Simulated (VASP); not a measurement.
A run of VASP 6.6.1:

File INCAR:

```
SYSTEM = SiC
PREC = Accurate
ENCUT = 520
EDIFF = 1E-6
ISMEAR = 0
SIGMA = 0.01
LREAL = .False.
LASPH = .True.
NELM = 60
ALGO = Normal
ISIF = 2
LWAVE = .False.
LCHARG = .False.
GGA = PE
NBANDS = 16
```

The input KPOINTS:

```
regular mesh
0
Gamma
  10 10 10
  0 0 0
```

Contents of POSCAR:

```
SiC
1.0
    1.5415877844      0.8900361223      5.3212273172
   -1.5415877844      0.8900361223      5.3212273172
    0.0000000000     -1.7800722446      5.3212273172
C Si
2 2
Direct
    0.4491910690      0.4491910690      0.4491910690
    0.5508089310      0.5508089310      0.5508089310
    0.9254740593      0.9254740593      0.9254740593
    0.0745259407      0.0745259407      0.0745259407
```

Potentials or basis: VASP PAW PBE potentials, release 64 (C, Si).

Command:

```console
$ cat potpaw_PBE.64/C/POTCAR potpaw_PBE.64/Si/POTCAR > POTCAR
$ mpirun -np 1 vasp_std > vasp.out
```

Hardware: 1 thread of Intel Xeon 6975P-C, on a shared host.

Question: Estimate the wall time of this run.

Answer: Wall time 3.2 min on 1 thread of Intel Xeon 6975P-C, on a shared host, peak memory 0.27 GiB. Counts: scf iterations 13, k points 116.
